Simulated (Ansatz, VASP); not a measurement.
Two plane-wave programs on Al

File INCAR:

```
SYSTEM = Al
ALGO = Normal
EDIFF = 1E-6
ENCUT = 520
GGA = PE
ISIF = 2
ISMEAR = 0
LASPH = .TRUE.
LCHARG = .TRUE.
LELF = .TRUE.
LREAL = .FALSE.
LVHAR = .TRUE.
LWAVE = .FALSE.
NBANDS = 14
NELM = 80
PREC = Accurate
SIGMA = 0.1
```

File KPOINTS:

```
k-points
0
G
  6 6 4
  0 0 0
```

Contents of POSCAR:

```
Al
1.0
    2.7831206600     -2.0711222500      0.0000000000
    2.7831206600      2.0711222500      0.0000000000
   -2.0722698000      0.0000000000      5.9540460200
Al
4
Direct
    0.1776148900      0.5098906500      0.8535333300
    0.4901093500      0.8223851100      0.6464666700
    0.8223851100      0.4901093500      0.1464666700
    0.5098906500      0.1776148900      0.3535333300
```

Input for Ansatz:

```yaml
crystal:
  lattice:
    - [2.78312066, -2.07112225, 0.0]
    - [2.78312066, 2.07112225, 0.0]
    - [-2.0722698, 0.0, 5.95404602]
  atoms:
    - { symbol: Al, position: [0.17761489, 0.50989065, 0.85353333] }
    - { symbol: Al, position: [0.49010935, 0.82238511, 0.64646667] }
    - { symbol: Al, position: [0.82238511, 0.49010935, 0.14646667] }
    - { symbol: Al, position: [0.50989065, 0.17761489, 0.35353333] }
basis:
  ecutwfc: 420
kpoints:
  mp_grid: { grid: [6, 6, 4] }
hamiltonian:
  xc: pbe
scf:
  occupations: { method: gaussian, width: 0.1 }
  lower_state_search: "off"
output:
  forces: true
  stress: true
  eigenvalues: true
```

Alike in both runs: task single point; functional PBE; k mesh 6 × 6 × 4; occupations gaussian, width 0.1 eV; no spin polarisation.

|  | VASP | Ansatz |
| --- | --- | --- |
| version | VASP 6.6.1 | Ansatz 0.2.0 |
| potentials or method | VASP PAW PBE potentials, release 64 (Al), cutoff 520 eV | scalar-relativistic, plane waves, PAW |
| valence electrons in the cell | 12 | 12 |

|  | VASP | Ansatz | Ansatz less VASP |
| --- | --- | --- | --- |
| gap on the k mesh at the Fermi level (eV) | none | none | - |
| pressure (GPa) | 16.5 | 16.5 | 0.00 |
| traceless stress, the component that is largest in VASP (GPa) | -4.50 | -4.50 | -0.006 |
| rms of the force components (eV/Å) | 0.222 | 0.221 | -0.0004 |

Atom by atom the forces differ by 0.001 eV/Å (rms over components). A gap of «none» marks a metal or a gap that the smearing closes.
